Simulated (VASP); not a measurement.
# Te2Mo (P6_3/mmc) in VASP: vibrations by perturbation theory with LDA

Aim: the vibrations by perturbation theory of Te2Mo with LDA.

Everything below comes from runs of VASP 6.6.1. Logs are shortened: lines on timing, memory, paths and dates and some standing lists are left out, and cuts for length are marked.

## Step 1: The cell of the first run

It takes space group P6_3/mmc (No. 194, hexagonal). Conventional cell: a = 3.473 Å, b = 3.473 Å, c = 13.775 Å, α = 90.00°, β = 90.00°, γ = 120.00°. Within 3.6 Å of Te (site symmetry 3m) lie 3 Mo at 2.69 Å and 7 Te at 3.47 to 3.59 Å. Mo (site symmetry -6m2) has 6 Te at 2.69 Å and 6 Mo at 3.47 Å within 3.5 Å.

## Step 2: Vibrations by perturbation theory, LDA

File INCAR:

```
SYSTEM = Te2Mo
  ALGO = Normal
  EDIFF = 1E-8
  ENCUT = 520
  GGA = CA
  IBRION = 8
  ISIF = 2
  ISMEAR = 0
  LASPH = .TRUE.
  LCHARG = .FALSE.
  LREAL = .FALSE.
  LWAVE = .FALSE.
  NELM = 80
  NSW = 1
  PREC = Accurate
  SIGMA = 0.01
```

File KPOINTS:

```
k-points
0
G
  6 6 2
  0 0 0
```

File POSCAR:

```
Te2Mo
1.0
    3.4730035695      0.0000000000      0.0000000000
   -1.7365017848      3.0077093186      0.0000000000
    0.0000000000      0.0000000000     13.7754506914
Te Mo
4 2
Direct
    0.3333333333      0.6666666667      0.6196218644
    0.6666666667      0.3333333333      0.1196218644
    0.3333333333      0.6666666667      0.8803781356
    0.6666666667      0.3333333333      0.3803781356
    0.3333333333      0.6666666667      0.2500000000
    0.6666666667      0.3333333333      0.7500000000
```

Potentials or basis: VASP PAW LDA potentials, release 64 (Te, Mo_sv).

On the command line:

```
cat potpaw_LDA.64/Te/POTCAR potpaw_LDA.64/Mo_sv/POTCAR > POTCAR
mpirun -np 1 vasp_std > vasp.out
```

OUTCAR:

```text
SYSTEM = Te2Mo
   EDIFF = 1E-8
   ENCUT = 520
   GGA = CA
   IBRION = 8
   ISIF = 2
   ISMEAR = 0
   LASPH = .TRUE.
   LREAL = .FALSE.
   NELM = 80
   NSW = 1
   PREC = Accurate

 ion  position               nearest neighbor table
   1  0.333  0.667  0.620-   6 2.69   6 2.69   6 2.69   3 3.59
   2  0.667  0.333  0.120-   5 2.69   5 2.69   5 2.69   4 3.59
   3  0.333  0.667  0.880-   6 2.69   6 2.69   6 2.69   1 3.59
   4  0.667  0.333  0.380-   5 2.69   5 2.69   5 2.69   2 3.59
   5  0.333  0.667  0.250-   2 2.69   4 2.69   2 2.69   4 2.69   2 2.69   4 2.69
   6  0.667  0.333  0.750-   1 2.69   3 2.69   1 2.69   3 2.69   1 2.69   3 2.69

  LATTYP: Found a hexagonal cell.
 ALAT       =     3.4730035695
 C/A-ratio  =     3.9664372396

  Lattice vectors:

 A1 = (   3.4730035695,   0.0000000000,   0.0000000000)
 A2 = (  -1.7365017848,   3.0077093186,   0.0000000000)
 A3 = (   0.0000000000,   0.0000000000,  13.7754506914)

Analysis of symmetry for initial positions (statically):
=====================================================================
 Subroutine PRICEL returns:
 Original cell was already a primitive cell.

 Routine SETGRP: Setting up the symmetry group for a
 hexagonal supercell.

 Subroutine GETGRP returns: Found 24 space group operations
 (whereof 12 operations were pure point group operations)
 out of a pool of 24 trial point group operations.

The static configuration has the point symmetry D_3d.
 The point group associated with its full space group is D_6h.

Analysis of symmetry for dynamics (positions and initial velocities):
=====================================================================
 Subroutine PRICEL returns:
 Original cell was already a primitive cell.

 Routine SETGRP: Setting up the symmetry group for a
 hexagonal supercell.

 Subroutine GETGRP returns: Found 24 space group operations
 (whereof 12 operations were pure point group operations)
 out of a pool of 24 trial point group operations.

The dynamic configuration has the point symmetry D_3d.
 The point group associated with its full space group is D_6h.

 Subroutine INISYM returns: Found 24 space group operations
 (whereof 12 operations are pure point group operations),
[... 638 lines left out ...]
 -----------------------------------------------------------------------------
  energy-cutoff  :      520.00
  volume of cell :      143.90
      direct lattice vectors                 reciprocal lattice vectors
     3.473003569  0.000000000  0.000000000     0.287935207  0.166239469  0.000000000
    -1.736501785  3.007709319  0.000000000     0.000000000  0.332478938  0.000000000
     0.000000000  0.000000000 13.775450691     0.000000000  0.000000000  0.072592906

 POSITION                                       TOTAL-FORCE (eV/Angst)
 -----------------------------------------------------------------------------------
     -0.00000      2.00514      8.53557        -0.000000      0.000000     -0.062021
      1.73650      1.00257      1.64785        -0.000000      0.000000     -0.062021
     -0.00000      2.00514     12.12761        -0.000000      0.000000      0.062021
      1.73650      1.00257      5.23988        -0.000000     -0.000000      0.062021
     -0.00000      2.00514      3.44386         0.000000     -0.000000      0.000000
      1.73650      1.00257     10.33159        -0.000000      0.000000      0.000000
 -----------------------------------------------------------------------------------
    total drift:                               -0.000000      0.000000     -0.000000

  FREE ENERGIE OF THE ION-ELECTRON SYSTEM (eV)
  ---------------------------------------------------
  free  energy   TOTEN  =       -41.2633132014 eV

  energy  without entropy=      -41.2633132014  energy(sigma->0) =      -41.26331320

[... ionic steps 2 to 15 ...]

--------------------------------------- Ionic step       16  -------------------------------------------

------------------------ aborting loop because EDIFF is reached ----------------------------------------

[... ionic steps 17 to 17 ...]

--------------------------------------- Ionic step       18  -------------------------------------------

 Free energy of the ion-electron system (eV)
  ---------------------------------------------------
  ---------------------------------------------------
  free energy    TOTEN  =        -0.82554553 eV

  energy without entropy =       -0.82554553

------------------------ aborting loop because EDIFF is reached ----------------------------------------

 INTERNAL STRAIN TENSOR  FOR ION    5  DIRECTION 3   (eV/Angst):
 -----------------------------------------------------------------------------
    -0.03585  0.00000 -0.00000
    -0.00000 -0.03585 -0.00000
    -0.00000  0.00000  0.07196

 INTERNAL STRAIN TENSOR FOR ION    6 for displacements in x,y,z  (eV/Angst):
          X           Y           Z          XY          YZ          ZX
  --------------------------------------------------------------------------------
  x    -0.00000     0.00000    -0.00000     6.82221     0.00000     0.00000
  y     6.82221    -6.82221     0.00000     0.00000     0.00000     0.00000
  z     0.00000     0.00000     0.00000     0.00000     0.00000    -0.00000

 SECOND DERIVATIVES (NOT SYMMETRIZED)
 ------------------------------------
               1X          1Y          1Z          2X          2Y          2Z          3X          3Y          3Z          4X          4Y          4Z          5X          5Y          5Z          6X          6Y          6Z
  1X    -7.138318    0.000000    0.000000   -0.027286    0.000000    0.000000   -0.319556    0.000000   -0.000000    0.113582   -0.000000    0.000000    0.068399   -0.000000    0.000000    7.303179   -0.000000   -0.000000
  1Y     0.000000   -7.138318    0.000000    0.000000   -0.027286    0.000000    0.000000   -0.319556   -0.000000   -0.000000    0.113582    0.000000   -0.000000    0.068399   -0.000000   -0.000000    7.303179   -0.000000
  1Z     0.000000   -0.000000  -13.100410    0.000000   -0.000000    0.132371    0.000000   -0.000000    1.713876   -0.000000    0.000000    0.388708    0.000000    0.000000   -0.127635   -0.000000    0.000000   10.993090
  2X    -0.027286    0.000000    0.000000   -7.138318    0.000000   -0.000000    0.113582   -0.000000   -0.000000   -0.319556    0.000000    0.000000    7.303179   -0.000000    0.000000    0.068399   -0.000000   -0.000000
  2Y     0.000000   -0.027286   -0.000000    0.000000   -7.138318   -0.000000   -0.000000    0.113582    0.000000    0.000000   -0.319556    0.000000   -0.000000    7.303179    0.000000   -0.000000    0.068399    0.000000
  2Z     0.000000    0.000000    0.132371    0.000000    0.000000  -13.100410    0.000000    0.000000    0.388708    0.000000    0.000000    1.713876    0.000000    0.000000   10.993090   -0.000000    0.000000   -0.127635
  3X    -0.319556    0.000000    0.000000    0.113582   -0.000000   -0.000000   -7.138318    0.000000   -0.000000   -0.027286    0.000000    0.000000    0.068399   -0.000000   -0.000000    7.303179   -0.000000    0.000000
  3Y     0.000000   -0.319556    0.000000   -0.000000    0.113582    0.000000    0.000000   -7.138318   -0.000000    0.000000   -0.027286   -0.000000   -0.000000    0.068399    0.000000   -0.000000    7.303179    0.000000
  3Z     0.000000    0.000000    1.713876    0.000000    0.000000    0.388708    0.000000    0.000000  -13.100410    0.000000    0.000000    0.132371   -0.000000    0.000000   -0.127635    0.000000    0.000000   10.993090
  4X     0.113582   -0.000000    0.000000   -0.319556    0.000000   -0.000000   -0.027286    0.000000    0.000000   -7.138318    0.000000    0.000000    7.303179   -0.000000   -0.000000    0.068399   -0.000000    0.000000
  4Y    -0.000000    0.113582    0.000000    0.000000   -0.319556   -0.000000    0.000000   -0.027286    0.000000    0.000000   -7.138318    0.000000   -0.000000    7.303179   -0.000000   -0.000000    0.068399   -0.000000
  4Z    -0.000000    0.000000    0.388708    0.000000   -0.000000    1.713876    0.000000   -0.000000    0.132371    0.000000   -0.000000  -13.100410   -0.000000    0.000000   10.993090    0.000000    0.000000   -0.127635
  5X     0.063500   -0.000000   -0.000000    7.300521   -0.000000   -0.000000    0.063500   -0.000000    0.000000    7.300521   -0.000000    0.000000  -14.812360    0.000000   -0.000000    0.084318   -0.000000   -0.000000
  5Y    -0.000000    0.063500   -0.000000   -0.000000    7.300521    0.000000   -0.000000    0.063500    0.000000   -0.000000    7.300521   -0.000000    0.000000  -14.812360    0.000000   -0.000000    0.084318    0.000000
  5Z     0.000000    0.000000   -0.218099    0.000000    0.000000   11.077745   -0.000000   -0.000000   -0.218099   -0.000000   -0.000000   11.077745    0.000000    0.000000  -22.265641   -0.000000    0.000000    0.546350
  6X     7.300521   -0.000000    0.000000    0.063500   -0.000000    0.000000    7.300521   -0.000000   -0.000000    0.063500   -0.000000   -0.000000    0.084318   -0.000000   -0.000000  -14.812360    0.000000   -0.000000
  6Y    -0.000000    7.300521   -0.000000   -0.000000    0.063500    0.000000   -0.000000    7.300521    0.000000   -0.000000    0.063500   -0.000000   -0.000000    0.084318    0.000000    0.000000  -14.812360    0.000000
  6Z    -0.000000   -0.000000   11.077745   -0.000000   -0.000000   -0.218099    0.000000    0.000000   11.077745    0.000000    0.000000   -0.218099   -0.000000    0.000000    0.546350    0.000000    0.000000  -22.265641

 Eigenvectors and eigenvalues of the dynamical matrix
 ----------------------------------------------------

   1 f  =    8.925852 THz    56.082781 2PiTHz  297.734370 cm-1    36.914341 meV
             X         Y         Z           dx          dy          dz
     -0.000000  2.005140  8.535570     0.000000    0.000000   -0.262158
      1.736502  1.002570  1.647845     0.000000    0.000000    0.262158
     -0.000000  2.005140 12.127606     0.000000    0.000000   -0.262158
      1.736502  1.002570  5.239880     0.000000    0.000000    0.262158
     -0.000000  2.005140  3.443863     0.000000    0.000000   -0.602118
      1.736502  1.002570 10.331588    -0.000000   -0.000000    0.602118
[... 145 lines left out ...]
  18 f/i=    0.001643 THz     0.010321 2PiTHz    0.054793 cm-1     0.006793 meV
             X         Y         Z           dx          dy          dz
     -0.000000  2.005140  8.535570    -0.426163    0.005318   -0.000000
      1.736502  1.002570  1.647845    -0.426163    0.005318   -0.000000
     -0.000000  2.005140 12.127606    -0.426163    0.005318   -0.000000
      1.736502  1.002570  5.239880    -0.426163    0.005318   -0.000000
     -0.000000  2.005140  3.443863    -0.369720    0.004614   -0.000000
      1.736502  1.002570 10.331588    -0.369720    0.004614   -0.000000

--------------------------------------------------------------------------------------------------------

 ELASTIC MODULI CONTR FROM IONIC RELAXATION (kBar)
 Direction    XX          YY          ZZ          XY          YZ          ZX
 --------------------------------------------------------------------------------
 XX        -333.7353   -184.2257   -675.8164      0.0000     -0.0000      0.0000
 YY        -184.2257   -333.7353   -675.8164      0.0000     -0.0000      0.0000
 ZZ        -675.8164   -675.8164  -1763.5607      0.0000     -0.0000      0.0000
 XY           0.0000      0.0000      0.0000    -74.7548     -0.0000     -0.0000
 YZ           0.0000      0.0000     -0.0000     -0.0000   -875.3740      0.0000
 ZX           0.0000      0.0000      0.0000     -0.0000      0.0000   -615.4472
 --------------------------------------------------------------------------------
```

Run time: 39 min. Hardware: 1 thread of AMD EPYC 7R13, shared host; peak memory 0.51 GiB.

What came out:

| Property | Result |
| --- | --- |
| Highest phonon frequency at Γ, LO-TO splitting left out | 298 cm⁻¹ |

Phonon frequencies in cm⁻¹ (negative: imaginary):
| q point | frequencies |
| --- | --- |
| (0.000, 0.000, 0.000) | 0 0 0 28 28 37 119 119 122 122 176 179 240 240 240 240 291 298 |

Caveat: spin-orbit coupling is left out, which moves the levels of the heavy elements.
